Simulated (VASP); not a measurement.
Rh: relaxation of volume and atoms at fixed shape with PBEsol

Crystal: Rh.

```
Rh
1.0
     0.00000    1.89785    1.89785
     1.89785    0.00000    1.89785
     1.89785    1.89785    0.00000
Rh
1
Direct
  0.00000 0.00000 0.00000
```

```yaml
Program: VASP 6.6.1
Task: relaxation of volume and atoms at fixed shape
Functional: PBEsol
Potentials_or_basis: VASP PAW PBE potentials, release 64 (Rh_pv)
Cutoff: 600 eV
k_mesh: 11 × 11 × 11
Occupations: fermi-dirac, width 0.05 eV
Spin: no spin polarisation
Dipole_correction: no
Further_INCAR_settings: ALGO = Normal; EDIFF = 1e-06; IBRION = 2; EDIFFG = -0.03; NSW = 80; ISIF = 8
```

| Item | Value |
| --- | --- |
| Relaxed volume | 13.52 Å³/atom |
| Relaxed cell | a = 2.674 Å, b = 2.674 Å, c = 2.674 Å, α = 60.00°, β = 60.00°, γ = 60.00° |
| Space group after relaxing (to 0.05 Å) | Fm-3m (No. 225) |
| Energy gained by relaxing | 1.6 meV/atom |
| Ionic steps | 3 |
| Pressure after relaxing | 0.0 GPa |

Step by step:
| step | energy change (eV) | largest force (eV/Å) | pressure (GPa) | volume (Å³) |
| --- | --- | --- | --- | --- |
| 1 | 0.0000 | 0.0000 | -3.32 | 13.67 |
| 2 | 0.0097 | 0.0000 | 9.50 | 13.12 |
| 3 | -0.0016 | 0.0000 | -0.03 | 13.52 |

Final structure:
```
Rh
1.0
     0.00000    1.89061    1.89061
     1.89061    0.00000    1.89061
     1.89061    1.89061    0.00000
Rh
1
Direct
  0.00000 0.00000 0.00000
```

Levels at points of the mesh, in eV from the Fermi level:
| k point | band 3 | band 4 | band 5 | band 6 | band 7 | band 8 | band 9 | band 10 | band 11 |
| --- | --- | --- | --- | --- | --- | --- | --- | --- | --- |
| (0.00, 0.00, 0.00) | -46.34 | -8.19 | -3.17 | -3.17 | -3.17 | -0.99 | -0.99 | 15.91 | 20.37 |

It took 28 s on 1 thread of AMD EPYC 7R13 Processor (Zen 3), with other jobs on the host, peak memory 0.12 GiB.

Caveat: the PAW data sets were made with another functional, which shifts forces and pressure a little.
